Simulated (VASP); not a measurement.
Wanted: the native input for a VASP 6.6.1 run.

```yaml
Task: single point
Functional: PBEsol
Potentials_or_basis: VASP PAW PBE potentials, release 64 (In_d, Se)
Cutoff: 520 eV
k_mesh: 6 × 6 × 5
Occupations: fermi-dirac, width 0.05 eV
Spin: no spin polarisation
Dipole_correction: no
Further_INCAR_settings: ALGO = Normal; EDIFF = 1e-06; NBANDS = 27
```

The structure of InSe lies in POSCAR:

```
InSe
1.0
    5.8263928781     -2.0546489550      0.0000000000
    5.8263928781      2.0546489550      0.0000000000
   -1.7232330140      0.0000000000      4.5804939434
In Se
2 2
Direct
    0.8882032500      0.8882032500      0.0468413600
    0.1117967500      0.1117967500      0.9531586400
    0.6609275900      0.6609275900      0.6689556200
    0.3390724100      0.3390724100      0.3310443800
```

These files were run (other wordings do the same):

INCAR

```
SYSTEM = InSe
ALGO = Normal
EDIFF = 1E-6
ENCUT = 520
GGA = PS
ISIF = 2
ISMEAR = -1
LASPH = .TRUE.
LCHARG = .FALSE.
LREAL = .FALSE.
LWAVE = .FALSE.
NBANDS = 27
NELM = 80
PREC = Accurate
SIGMA = 0.05
```

KPOINTS

```
k-points
0
G
  6 6 5
  0 0 0
```

Potentials or basis: VASP PAW PBE potentials, release 64 (In_d, Se).

The run is started by

```bash
$ cat potpaw_PBE.64/In_d/POTCAR potpaw_PBE.64/Se/POTCAR > POTCAR
$ mpirun -np 1 vasp_std > vasp.out
```

It gave:

```yaml
Pressure: 0.7 GPa
Largest_force: 0.540 eV/Å
Band_gap_on_the_k_mesh: 1.29 eV (least direct gap 1.36 eV)
```

Caveat: the PAW data sets were made with another functional, which shifts forces and pressure a little; spin-orbit coupling is left out, which moves the levels of the heavy elements; an odd mesh through Γ misses points on the zone boundary, where band edges can lie.

Wall time 88 s on 1 thread of Intel(R) Xeon(R) 6975P-C (Granite Rapids), with other jobs on the host, peak memory 0.35 GiB.
